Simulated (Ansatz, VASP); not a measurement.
Two plane-wave programs on Ba

File INCAR:

```
PREC = Accurate ; ENCUT = 520
EDIFF = 1E-6 ; ISMEAR = -1
SIGMA = 0.05 ; LREAL = F
LASPH = T ; NELM = 100
ALGO = Normal ; ISIF = 2
LWAVE = F ; LCHARG = F
GGA = B5 ; ALDAX = 1.0
AGGAX = 1.0 ; AGGAC = 1.0
ALDAC = 0.0 ; IVDW = 12
VDW_S6 = 1.0 ; VDW_S8 = 2.6996
VDW_A1 = 0.4298 ; VDW_A2 = 4.2359
NBANDS = 11
```

File KPOINTS:

```
Automatic mesh
0
Gamma
  7 7 7
```

Contents of POSCAR:

```
Ba
1.0
    0.0000000000      3.2326650050      3.2326650050
    3.2326650050      0.0000000000      3.2326650050
    3.2326650050      3.2326650050      0.0000000000
Ba
1
Direct
    0.0000000000      0.0000000000      0.0000000000
```

Contents of input.yaml:

```yaml
crystal:
  lattice:
    - [0.0, 3.232665005, 3.232665005]
    - [3.232665005, 0.0, 3.232665005]
    - [3.232665005, 3.232665005, 0.0]
  atoms:
    - { symbol: Ba, position: [0.0, 0.0, 0.0] }
hamiltonian:
  xc: blyp
  pseudopotentials: { kind: paw, accuracy: standard }
  dispersion: d3bj
kpoints:
  mp_grid: { grid: [7, 7, 7] }
scf:
  occupations: { method: fermi_dirac, width: 0.05 }
output:
  forces: true
  stress: true
  eigenvalues: true
```

Alike in both runs: task single point; functional BLYP; dispersion D3(BJ); k mesh 7 × 7 × 7; occupations fermi-dirac, width 0.05 eV; no spin polarisation.

```csv
,VASP,Ansatz
version,VASP 6.6.1,Ansatz 0.2.0
potentials or method,"VASP PAW PBE potentials, release 64 (Ba_sv)",SSSP efficiency PAW
plane-wave cutoff (eV),520,408
valence electrons in the cell,10,10
```

|  | VASP | Ansatz | Ansatz less VASP |
| --- | --- | --- | --- |
| gap on the k mesh at the Fermi level (eV) | none | none | - |
| pressure (GPa) | -1.0 | -1.0 | -0.02 |

VASP's potentials were made for PBE, not for BLYP. A gap of «none» marks a metal or a gap that the smearing closes.

Spin-orbit coupling is off throughout.
